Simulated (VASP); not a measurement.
# Hg (Pm-3n) in VASP: relaxation of cell and atoms with RPBE

Aim: the relaxation of cell and atoms of Hg with RPBE.

Everything below comes from runs of VASP 6.6.1. Logs are shortened: lines on timing, memory, paths and dates and some standing lists are left out, and cuts for length are marked.

### 1 The cell of the first run

The structure is cubic, space group Pm-3n (No. 223). Conventional cell: a = 5.694 Å, b = 5.694 Å, c = 5.694 Å, α = 90.00°, β = 90.00°, γ = 90.00°. Within 4.2 Å of Hg (site symmetry m-3) lie 12 Hg at 3.18 Å. Within 3.8 Å of Hg (site symmetry -4m2) lie 14 Hg at 2.85 to 3.49 Å.

### 2 Relaxation of cell and atoms, RPBE

Input file INCAR:

```
SYSTEM = Hg
PREC = Accurate ; ENCUT = 600
EDIFF = 1E-6 ; ISMEAR = -1
SIGMA = 0.1 ; LREAL = .FALSE.
LASPH = .TRUE. ; NELM = 100
ALGO = Normal ; ISIF = 3
LWAVE = .FALSE. ; LCHARG = .FALSE.
GGA = RP ; IBRION = 2
NSW = 80 ; EDIFFG = -0.01
```

Input file KPOINTS:

```
Automatic mesh
0
G
  5 5 5
  0 0 0
```

Input file POSCAR:

```
Hg
1.0
    5.6937108959      0.0000000000      0.0000000000
    0.0000000000      5.6937108959      0.0000000000
    0.0000000000      0.0000000000      5.6937108959
Hg
8
Direct
    0.0000000000      0.0000000000      0.0000000000
    0.5000000000      0.5000000000      0.5000000000
    0.2500000000      0.0000000000      0.5000000000
    0.7500000000      0.0000000000      0.5000000000
    0.5000000000      0.2500000000      0.0000000000
    0.5000000000      0.7500000000      0.0000000000
    0.0000000000      0.5000000000      0.2500000000
    0.0000000000      0.5000000000      0.7500000000
```

Potentials or basis: VASP PAW PBE potentials, release 64 (Hg).

On the command line:

```
$ cat potpaw_PBE.64/Hg/POTCAR > POTCAR
$ mpirun -np 1 vasp_std > vasp.out
```

OUTCAR:

```text
SYSTEM = Hg
   PREC = Accurate
   ENCUT = 600
   EDIFF = 1E-6
   ISMEAR = -1
   LREAL = .FALSE.
   LASPH = .TRUE.
   NELM = 100
   ISIF = 3
   GGA = RP
   IBRION = 2
   NSW = 80
   EDIFFG = -0.01

 ion  position               nearest neighbor table
   1  0.000  0.000  0.000-   3 3.18   4 3.18   5 3.18   6 3.18   7 3.18   8 3.18   3 3.18   4 3.18
                             7 3.18   8 3.18   5 3.18   6 3.18
   2  0.500  0.500  0.500-   3 3.18   4 3.18   5 3.18   6 3.18   7 3.18   8 3.18   5 3.18   6 3.18
                             3 3.18   4 3.18   7 3.18   8 3.18
   3  0.250  0.000  0.500-   4 2.85   4 2.85   1 3.18   1 3.18   2 3.18   2 3.18   8 3.49   7 3.49
                             8 3.49   7 3.49   6 3.49   5 3.49   5 3.49   6 3.49
   4  0.750  0.000  0.500-   3 2.85   3 2.85   1 3.18   1 3.18   2 3.18   2 3.18   8 3.49   7 3.49
                             8 3.49   7 3.49   6 3.49   5 3.49   5 3.49   6 3.49
   5  0.500  0.250  0.000-   6 2.85   6 2.85   1 3.18   2 3.18   2 3.18   1 3.18   8 3.49   7 3.49
                             7 3.49   8 3.49   3 3.49   4 3.49   3 3.49   4 3.49
   6  0.500  0.750  0.000-   5 2.85   5 2.85   1 3.18   2 3.18   2 3.18   1 3.18   8 3.49   7 3.49
                             7 3.49   8 3.49   3 3.49   4 3.49   3 3.49   4 3.49
   7  0.000  0.500  0.250-   8 2.85   8 2.85   1 3.18   2 3.18   1 3.18   2 3.18   3 3.49   4 3.49
                             5 3.49   3 3.49   4 3.49   6 3.49   5 3.49   6 3.49
   8  0.000  0.500  0.750-   7 2.85   7 2.85   1 3.18   2 3.18   1 3.18   2 3.18   3 3.49   4 3.49
                             5 3.49   3 3.49   4 3.49   6 3.49   5 3.49   6 3.49

  LATTYP: Found a simple cubic cell.
 ALAT       =     5.6937108959

  Lattice vectors:

 A1 = (   5.6937108959,   0.0000000000,   0.0000000000)
 A2 = (   0.0000000000,   5.6937108959,   0.0000000000)
 A3 = (   0.0000000000,   0.0000000000,   5.6937108959)

Analysis of symmetry for initial positions (statically):
=====================================================================
 Subroutine PRICEL returns:
 Original cell was already a primitive cell.

 Routine SETGRP: Setting up the symmetry group for a
 simple cubic supercell.

 Subroutine GETGRP returns: Found 48 space group operations
 (whereof 24 operations were pure point group operations)
 out of a pool of 48 trial point group operations.

The static configuration has the point symmetry T_h .
 The point group associated with its full space group is O_h .

Analysis of symmetry for dynamics (positions and initial velocities):
=====================================================================
 Subroutine PRICEL returns:
 Original cell was already a primitive cell.

 Routine SETGRP: Setting up the symmetry group for a
 simple cubic supercell.

 Subroutine GETGRP returns: Found 48 space group operations
 (whereof 24 operations were pure point group operations)
 out of a pool of 48 trial point group operations.

The dynamic configuration has the point symmetry T_h .
 The point group associated with its full space group is O_h .

 Subroutine INISYM returns: Found 48 space group operations
 (whereof 24 operations are pure point group operations),
 and found     1 'primitive' translations

----------------------------------------------------------------------------------------

                                     Primitive cell

  volume of cell :     184.5807

  direct lattice vectors                    reciprocal lattice vectors
     5.693710896  0.000000000  0.000000000     0.175632381  0.000000000  0.000000000
     0.000000000  5.693710896  0.000000000     0.000000000  0.175632381  0.000000000
     0.000000000  0.000000000  5.693710896     0.000000000  0.000000000  0.175632381

  length of vectors
     5.693710896  5.693710896  5.693710896     0.175632381  0.175632381  0.175632381

  position of ions in fractional coordinates (direct lattice)
     0.000000000  0.000000000  0.000000000
     0.500000000  0.500000000  0.500000000
     0.250000000  0.000000000  0.500000000
     0.750000000  0.000000000  0.500000000
     0.500000000  0.250000000  0.000000000
     0.500000000  0.750000000  0.000000000
     0.000000000  0.500000000  0.250000000
     0.000000000  0.500000000  0.750000000

  ion indices of the primitive-cell ions
   primitive index   ion index
                 1           1
                 2           2
                 3           3
                 4           4
                 5           5
                 6           6
                 7           7
                 8           8

----------------------------------------------------------------------------------------

 KPOINTS: Automatic mesh

Automatic generation of k-mesh.
 Grid dimensions read from file:
 generate k-points for:    5    5    5

 Generating k-lattice:

  Cartesian coordinates                     Fractional coordinates (reciprocal lattice)
     0.035126476  0.000000000  0.000000000     0.200000000  0.000000000  0.000000000
     0.000000000  0.035126476  0.000000000     0.000000000  0.200000000  0.000000000
     0.000000000  0.000000000  0.035126476     0.000000000  0.000000000  0.200000000

  Length of vectors
     0.035126476  0.035126476  0.035126476

  Shift w.r.t. Gamma in fractional coordinates (k-lattice)
     0.000000000  0.000000000  0.000000000

 Subroutine IBZKPT returns following result:
 ===========================================

 Found     10 irreducible k-points:

 Following reciprocal coordinates:
            Coordinates               Weight
  0.000000  0.000000  0.000000      1.000000
  0.200000  0.000000  0.000000      6.000000
  0.400000  0.000000  0.000000      6.000000
  0.200000  0.200000  0.000000     12.000000
  0.400000  0.200000  0.000000     24.000000
  0.400000  0.400000  0.000000     12.000000
  0.200000  0.200000  0.200000      8.000000
  0.400000  0.200000  0.200000     24.000000
  0.400000  0.400000  0.200000     24.000000
  0.400000  0.400000  0.400000      8.000000
   k-points           NKPTS =     10   k-points in BZ     NKDIM =     10   number of bands    NBANDS=     57
   number of dos      NEDOS =    301   number of ions     NIONS =      8
   total plane-waves  NPLWV = 110592
   dimension x,y,z NGX =    48 NGY =   48 NGZ =   48
   dimension x,y,z NGXF=    96 NGYF=   96 NGZF=   96
   ions per type =               8
   NGX,Y,Z   is equivalent  to a cutoff of  14.02, 14.02, 14.02 a.u.
   NGXF,Y,Z  is equivalent  to a cutoff of  28.03, 28.03, 28.03 a.u.
 SYSTEM =  Hg
   PREC   = accura    normal or accurate (medium, high low for compatibility)
   ISTART =      0    job   : 0-new  1-cont  2-samecut
   ICHARG =      2    charge: 1-file 2-atom 10-const
   ISPIN  =      1    spin polarized calculation?
   LNONCOLLINEAR =      F non collinear calculations
   LSORBIT =      F    spin-orbit coupling
   LASPH  =      T    aspherical Exc in radial PAW
   ENCUT  =  600.0 eV  44.10 Ry    6.64 a.u.  11.37 11.37 11.37*2*pi/ulx,y,z
   NELM   =    100;   NELMIN=  2; NELMDL= -5     # of ELM steps
   EDIFF  = 0.1E-05   stopping-criterion for ELM
   LREAL  =      F    real-space projection
   EDIFFG = -.1E-01   stopping-criterion for IOM
   NSW    =     80    number of steps for IOM
   IBRION =      2    ionic relax: 0-MD 1-quasi-New 2-CG
   NFREE  =      1    steps in history (QN), initial steepest desc. (CG)
   ISIF   =      3    stress and relaxation
   ISYM   =      2    0-nonsym 1-usesym 2-fastsym
   POTIM  = 0.5000    time-step for ionic-motion
   TEBEG  =    0.0;   TEEND  =   0.0 temperature during run
   PSTRESS=    0.0 pullay stress
   NELECT =      96.0000    total number of electrons
   NUPDOWN=      -1.0000    fix difference up-down
   EMIN   =  10.00;   EMAX   =-10.00  energy-range for DOS
   EFERMI =   0.00;   METHOD = LEGACY
   ISMEAR =    -1;   SIGMA  =   0.10  broadening in eV -4-tet -1-fermi 0-gaus
   EFERMI_NEDOS =   21; number of points for ismear=-14 and -15
   IALGO  =     38    algorithm
   IMIX   =      4    mixing-type and parameters
     AMIX     =   0.40;   BMIX     =  1.00
     AMIX_MAG =   1.60;   BMIX_MAG =  1.00
  volume/ion in A,a.u.               =      23.07       155.70
  Fermi-wavevector in a.u.,A,eV,Ry     =   1.316547  2.487914 23.582938  1.733297
  Thomas-Fermi vector in A             =   2.446652
   LORBIT       =      0    0 simple, 1 ext, 2 COOP (PROOUT), +10 PAW based schemes
   GGA     = RP    functional components
   LHFCALC =     F    Hartree Fock is set to
   AEXX    =    0.0000 exact exchange contribution
   IVDW    =     0    specifies the selected vdW correction
   LEPSILON=     F    determine dielectric tensor
   LRPA    =     F    only Hartree local field effects (RPA)
 conjugate gradient relaxation of ions
 non-spin polarized calculation
  energy-cutoff  :      600.00
  volume of cell :      184.58
 maximum number of plane-waves:      6187
 NGX is ok and might be reduce to    48
   NGX = 23   NGY = 23   NGZ = 23

--------------------------------------- Ionic step        1  -------------------------------------------

 number of electron      95.9999999 magnetization

 Free energy of the ion-electron system (eV)
  ---------------------------------------------------
  ext. energy  EPLUGINS =         0.00000000
  ---------------------------------------------------
  free energy    TOTEN  =         3.35381207 eV

  energy without entropy =        3.45640587  energy(sigma->0) =        3.40510897

 E-fermi :   3.2103     XC(G=0): -10.8551

 val. band max:        3.1211051849   @ k =   0.4000   0.2000   0.0000
 cond. band min:       3.2630759640   @ k =   0.2000   0.2000   0.2000
 fundamental gap:      0.1419707791
 Fermi energy:         3.2102530449

 k-point     1 :       0.0000    0.0000    0.0000
  band No.  band energies     occupation
      1      -6.2451      2.00000
      2      -5.4571      2.00000
      3      -5.4571      2.00000
      4      -4.9541      2.00000
      5      -4.7094      2.00000
      6      -4.7094      2.00000
[... 670 lines left out ...]
  energy  without entropy=        1.7874250400  energy(sigma->0) =        1.77563522

--------------------------------------- Ionic step        3  -------------------------------------------

 number of electron      96.0000023 magnetization

 E-fermi :   0.6750     XC(G=0):  -8.8980

 val. band max:        0.2096255804   @ k =   0.0000   0.0000   0.0000
 cond. band min:       1.1935885721   @ k =   0.4000   0.0000   0.0000
 fundamental gap:      0.9839629917
 Fermi energy:         0.6750135612

 k-point     1 :       0.0000    0.0000    0.0000
  band No.  band energies     occupation
      1      -6.2032      2.00000
      2      -6.1235      2.00000
      3      -6.1235      2.00000
      4      -5.7494      2.00000
      5      -5.7494      2.00000
      6      -5.7494      2.00000
[... 624 lines left out ...]
  FREE ENERGIE OF THE ION-ELECTRON SYSTEM (eV)
  ---------------------------------------------------
  free  energy   TOTEN  =         1.1939331106 eV

  energy  without entropy=        1.1961118202  energy(sigma->0) =        1.19502247

[... ionic steps 4 to 19 ...]

--------------------------------------- Ionic step       20  -------------------------------------------

 number of electron      96.0000139 magnetization

------------------------ aborting loop because EDIFF is reached ----------------------------------------

  FORCE on cell =-STRESS in cart. coord.  units (eV):
  Direction    XX          YY          ZZ          XY          YZ          ZX
  --------------------------------------------------------------------------------------
  -------------------------------------------------------------------------------------
  Total        0.0860126      0.0860126      0.0860126     -0.0000000      0.0000000     -0.0000000
  in kB        0.1985299      0.1985299      0.1985299     -0.0000000      0.0000000     -0.0000000
  external PRESSURE =       0.1985299 kB  Pullay stress =       0.0000000 kB
[... 69 lines left out ...]
  energy  without entropy=        0.2584691513  energy(sigma->0) =        0.25846915

--------------------------------------- Ionic step       22  -------------------------------------------

 number of electron      96.0000141 magnetization

 Free energy of the ion-electron system (eV)
  ---------------------------------------------------
  ext. energy  EPLUGINS =         0.00000000
  ---------------------------------------------------
  free energy    TOTEN  =         0.25841259 eV

  energy without entropy =        0.25841260  energy(sigma->0) =        0.25841260

 E-fermi :  -2.3990     XC(G=0):  -4.8808

 val. band max:       -4.5066717264   @ k =   0.2000   0.2000   0.2000
 cond. band min:      -0.3717528121   @ k =   0.0000   0.0000   0.0000
 fundamental gap:      4.1349189144
 Fermi energy:        -2.3989506360

 k-point     1 :       0.0000    0.0000    0.0000
  band No.  band energies     occupation
      1      -8.0165      2.00000
      2      -8.0146      2.00000
      3      -8.0146      2.00000
      4      -7.9823      2.00000
      5      -7.9823      2.00000
      6      -7.9823      2.00000
[... 624 lines left out ...]
  FREE ENERGIE OF THE ION-ELECTRON SYSTEM (eV)
  ---------------------------------------------------
  free  energy   TOTEN  =         0.2584125925 eV

  energy  without entropy=        0.2584126026  energy(sigma->0) =        0.25841260

 reached required accuracy - stopping structural energy minimisation
```

Wall time 21 min (1 thread of Intel Xeon Platinum 8259CL at 2.50GHz (Skylake/Cascade Lake), shared host); peak memory 0.37 GiB.

Results:

* Free energy: 0.2584 eV
* Relaxed volume: 86.86 Å³/atom
* Relaxed cell: a = 8.857 Å, b = 8.857 Å, c = 8.857 Å, α = 90.00°, β = 90.00°, γ = 90.00°
* Space group after relaxing (to 0.1 Å): Pm-3n (No. 223)
* Energy gained by relaxing: 386.9 meV/atom
* Ionic steps: 22
* Pressure after relaxing: 0.0 GPa
* Band gap on the k mesh: 4.13 eV (least direct gap 4.16 eV)

The path:
| step | energy change (eV) | largest force (eV/Å) | pressure (GPa) | volume (Å³) |
| --- | --- | --- | --- | --- |
| 1 | 0.0000 | 0.0000 | 10.16 | 184.58 |
| 2 | -1.5900 | 0.0000 | 3.56 | 226.49 |
| 3 | -2.1599 | 0.0000 | 1.84 | 262.03 |
| 4 | -2.7460 | 0.0000 | 0.70 | 343.88 |
| 5 | -2.9925 | 0.0000 | 0.07 | 555.36 |
| 6 | -3.0259 | 0.0000 | 0.14 | 604.26 |
| 7 | -3.0932 | 0.0000 | -0.07 | 710.51 |
| 8 | -3.0858 | 0.0000 | 0.10 | 670.70 |
| 9 | -3.0953 | 0.0000 | 0.02 | 693.80 |
| 10 | -3.0953 | 0.0000 | 0.03 | 693.82 |
| 11 | -3.0953 | 0.0000 | 0.02 | 693.89 |
| 12 | -3.0953 | 0.0000 | 0.02 | 693.89 |
| 13 | -3.0953 | 0.0000 | 0.02 | 693.89 |
| 14 | -3.0953 | 0.0000 | 0.02 | 693.89 |
| 15 | -3.0953 | 0.0000 | 0.02 | 693.90 |
| 16 | -3.0953 | 0.0000 | 0.02 | 693.91 |
| 17 | -3.0953 | 0.0000 | 0.02 | 693.92 |
| 18 | -3.0953 | 0.0000 | 0.02 | 693.95 |
| 19 | -3.0953 | 0.0000 | 0.02 | 694.01 |
| 20 | -3.0953 | 0.0000 | 0.02 | 694.14 |
| 21 | -3.0953 | 0.0000 | 0.02 | 694.39 |
| 22 | -3.0954 | 0.0000 | 0.02 | 694.89 |

Final structure:
```
Hg
1.0
     8.85738    0.00000    0.00000
     0.00000    8.85738    0.00000
     0.00000    0.00000    8.85738
Hg
8
Direct
  0.00000 0.00000 0.00000
  0.50000 0.50000 0.50000
  0.25000 0.00000 0.50000
  0.75000 0.00000 0.50000
  0.50000 0.25000 0.00000
  0.50000 0.75000 0.00000
  0.00000 0.50000 0.25000
  0.00000 0.50000 0.75000
```

Caveat: the volume moved by over 15 % at a fixed basis, so the end points are rough; the PAW data sets were made with another functional, which shifts forces and pressure a little; spin-orbit coupling is left out, which moves the levels of the heavy elements; an odd mesh through Γ misses points on the zone boundary, where band edges can lie.
